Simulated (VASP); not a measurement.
# SiO2 (P4_2/mnm) in VASP: a series of runs, part 2 of 2

VASP 6.6.1.

**3. Single point, LDA**

This run uses another cell than the first one, of 8.22 Å³/atom.

INCAR

```
SYSTEM = SiO2
  ALGO = Normal
  EDIFF = 1E-6
  ENCUT = 520
  ISIF = 2
  ISMEAR = 0
  LASPH = .TRUE.
  LCHARG = .TRUE.
  LELF = .TRUE.
  LREAL = .FALSE.
  LVHAR = .TRUE.
  LWAVE = .FALSE.
  NBANDS = 25
  NELM = 100
  PREC = Accurate
  SIGMA = 0.05
```

KPOINTS

```
k-points
0
G
  6 6 8
  0 0 0
```

POSCAR

```
SiO2
1.0
    4.2549000000      0.0000000000      0.0000000000
    0.0000000000      4.2549000000      0.0000000000
    0.0000000000      0.0000000000      2.7252000000
Si O
2 4
Direct
    0.5000000000      0.5000000000      0.5000000000
    0.0000000000      0.0000000000      0.0000000000
    0.6944252994      0.6944252994      0.0000000000
    0.1944252994      0.8055747006      0.5000000000
    0.3055747006      0.3055747006      0.0000000000
    0.8055747006      0.1944252994      0.5000000000
```

Potentials or basis: VASP PAW LDA potentials, release 64 (Si, O).

Command:

```console
> cat potpaw_LDA.64/Si/POTCAR potpaw_LDA.64/O/POTCAR > POTCAR
> mpirun -np 1 vasp_std > vasp.out
```

OUTCAR:

```text
SYSTEM = SiO2
   EDIFF = 1E-6
   ENCUT = 520
   ISIF = 2
   ISMEAR = 0
   LASPH = .TRUE.
   LREAL = .FALSE.
   NELM = 100
   PREC = Accurate

 ion  position               nearest neighbor table
   1  0.500  0.500  0.500-   3 1.80   5 1.80   3 1.80   5 1.80   4 1.84   6 1.84
   2  0.000  0.000  0.000-   4 1.80   6 1.80   4 1.80   6 1.80   5 1.84   3 1.84
   3  0.694  0.694  0.000-   1 1.80   1 1.80   2 1.84
   4  0.194  0.806  0.500-   2 1.80   2 1.80   1 1.84
   5  0.306  0.306  0.000-   1 1.80   1 1.80   2 1.84
   6  0.806  0.194  0.500-   2 1.80   2 1.80   1 1.84

  LATTYP: Found a simple tetragonal cell.
 ALAT       =     4.2549000000
 C/A-ratio  =     0.6404850878

  Lattice vectors:

 A1 = (   4.2549000000,   0.0000000000,   0.0000000000)
 A2 = (   0.0000000000,   4.2549000000,   0.0000000000)
 A3 = (   0.0000000000,   0.0000000000,   2.7252000000)

Analysis of symmetry for initial positions (statically):
=====================================================================
 Subroutine PRICEL returns:
 Original cell was already a primitive cell.

 Routine SETGRP: Setting up the symmetry group for a
 simple tetragonal supercell.

 Subroutine GETGRP returns: Found 16 space group operations
 (whereof  8 operations were pure point group operations)
 out of a pool of 16 trial point group operations.

The static configuration has the point symmetry D_2h.
 The point group associated with its full space group is D_4h.

Analysis of symmetry for dynamics (positions and initial velocities):
=====================================================================
 Subroutine PRICEL returns:
 Original cell was already a primitive cell.

 Routine SETGRP: Setting up the symmetry group for a
 simple tetragonal supercell.

 Subroutine GETGRP returns: Found 16 space group operations
 (whereof  8 operations were pure point group operations)
 out of a pool of 16 trial point group operations.

The dynamic configuration has the point symmetry D_2h.
 The point group associated with its full space group is D_4h.

 Subroutine INISYM returns: Found 16 space group operations
[... 125 lines left out ...]
     AMIX_MAG =   1.60;   BMIX_MAG =  1.00
  volume/ion in A,a.u.               =       8.22        55.49
  Fermi-wavevector in a.u.,A,eV,Ry     =   1.417096  2.677922 27.322672  2.008160
  Thomas-Fermi vector in A             =   2.538361
   LORBIT       =      0    0 simple, 1 ext, 2 COOP (PROOUT), +10 PAW based schemes
   GGA     = CA    functional components
   LHFCALC =     F    Hartree Fock is set to
   AEXX    =    0.0000 exact exchange contribution
   IVDW    =     0    specifies the selected vdW correction
   LEPSILON=     F    determine dielectric tensor
   LRPA    =     F    only Hartree local field effects (RPA)
 non-spin polarized calculation
 Gauss-broadening in eV      SIGMA  =   0.05
  energy-cutoff  :      520.00
  volume of cell :       49.34
 maximum number of plane-waves:      1354
 NGX is ok and might be reduce to    32
   NGX = 15   NGY = 15   NGZ = 11

 number of electron      32.0000010 magnetization

 Free energy of the ion-electron system (eV)
  ---------------------------------------------------
  ext. energy  EPLUGINS =         0.00000000
  ---------------------------------------------------
  free energy    TOTEN  =       -51.76491728 eV

  energy without entropy =      -51.76491728  energy(sigma->0) =      -51.76491728

 E-fermi :   7.5362     XC(G=0): -12.4427

 val. band max:        7.3228490448   @ k =   0.0000   0.0000   0.0000
 cond. band min:      11.8863412220   @ k =   0.0000   0.0000   0.0000
 fundamental gap:      4.5634921772
 Fermi energy:         7.5361856845

 k-point     1 :       0.0000    0.0000    0.0000
  band No.  band energies     occupation
      1     -14.4963      2.00000
      2     -11.0418      2.00000
      3     -11.0418      2.00000
      4     -10.7954      2.00000
      5      -3.2957      2.00000
      6       1.1135      2.00000
[... 661 lines left out ...]
     24      19.6099      0.00000
     25      20.3673      0.00000

 [... further k-points ...]
[... 5 lines left out ...]
  --------------------------------------------------------------------------------------
  -------------------------------------------------------------------------------------
  Total       -5.7622496     -5.7622496     -6.8125979      0.0000000      0.0000000      0.0000000
  in kB     -187.1223040   -187.1223040   -221.2311340      0.0000000      0.0000000      0.0000000
  external PRESSURE =    -198.4919140 kB  Pullay stress =       0.0000000 kB

 VOLUME and BASIS-vectors are now :
 -----------------------------------------------------------------------------
  energy-cutoff  :      520.00
  volume of cell :       49.34
      direct lattice vectors                 reciprocal lattice vectors
     4.254900000  0.000000000  0.000000000     0.235023150  0.000000000  0.000000000
     0.000000000  4.254900000  0.000000000     0.000000000  0.235023150  0.000000000
     0.000000000  0.000000000  2.725200000     0.000000000  0.000000000  0.366945545

 POSITION                                       TOTAL-FORCE (eV/Angst)
 -----------------------------------------------------------------------------------
      2.12745      2.12745      1.36260        -0.000000      0.000000      0.000000
      0.00000      0.00000      0.00000        -0.000000      0.000000      0.000000
      2.95471      2.95471      0.00000        -0.280083     -0.280083      0.000000
      0.82726      3.42764      1.36260        -0.280083      0.280083      0.000000
      1.30019      1.30019      0.00000         0.280083      0.280083     -0.000000
      3.42764      0.82726      1.36260         0.280083     -0.280083      0.000000
 -----------------------------------------------------------------------------------
    total drift:                                0.000000      0.000000     -0.000000

  FREE ENERGIE OF THE ION-ELECTRON SYSTEM (eV)
  ---------------------------------------------------
  free  energy   TOTEN  =       -51.7649172753 eV

  energy  without entropy=      -51.7649172752  energy(sigma->0) =      -51.76491728
```

stdout:

```text
POSCAR found type information on POSCAR SiO
 POSCAR found :  2 types and       6 ions
 scaLAPACK will be used
 LDA part: xc-table for (Slater(with rela. corr.)+CA(PZ))
 , standard interpolation
 POSCAR, INCAR and KPOINTS ok, starting setup
 FFT: planning ... GRIDC
 FFT: planning ... GRID_SOFT
 FFT: planning ... GRID
 WAVECAR not read
 entering main loop
```

Run time: 50 s. Hardware: 1 thread of Intel Xeon 8259CL, shared host; peak memory 0.16 GiB.

What came out:

```
Free energy            : -51.7649 eV
Pressure               : -19.8 GPa
Largest force          : 0.396 eV/Å
Band gap on the k mesh : 4.56 eV
```

Forces in eV/Å, atoms in the order of the input:
```
Si   0.000  0.000  0.000
Si   0.000  0.000  0.000
O   -0.280 -0.280  0.000
O   -0.280  0.280  0.000
O    0.280  0.280  0.000
O    0.280 -0.280  0.000
```

Levels at points of the mesh, in eV from the valence-band top:
```tsv
k point	band 13	band 14	band 15	band 16	band 17	band 18	band 19	band 20
(0.00, 0.00, 0.00)	-2.50	-0.87	-0.87	0.00	4.56	6.16	7.77	7.77
(0.50, 0.00, 0.00)	-2.62	-2.62	-1.02	-1.02	6.82	6.82	8.37	8.37
(0.50, 0.50, 0.00)	-2.62	-2.62	-2.13	-2.13	6.56	6.56	9.28	9.28
(0.00, 0.00, 0.50)	-2.91	-2.91	-2.52	-2.52	8.11	8.11	11.80	11.80
(0.50, 0.00, 0.50)	-2.19	-2.19	-1.66	-1.66	7.93	7.93	9.08	9.08
(0.50, 0.50, 0.50)	-1.68	-1.68	-1.46	-1.46	6.30	6.30	10.33	10.33
```

Caveat: the cell stands under tension. A k mesh can miss the band edges.
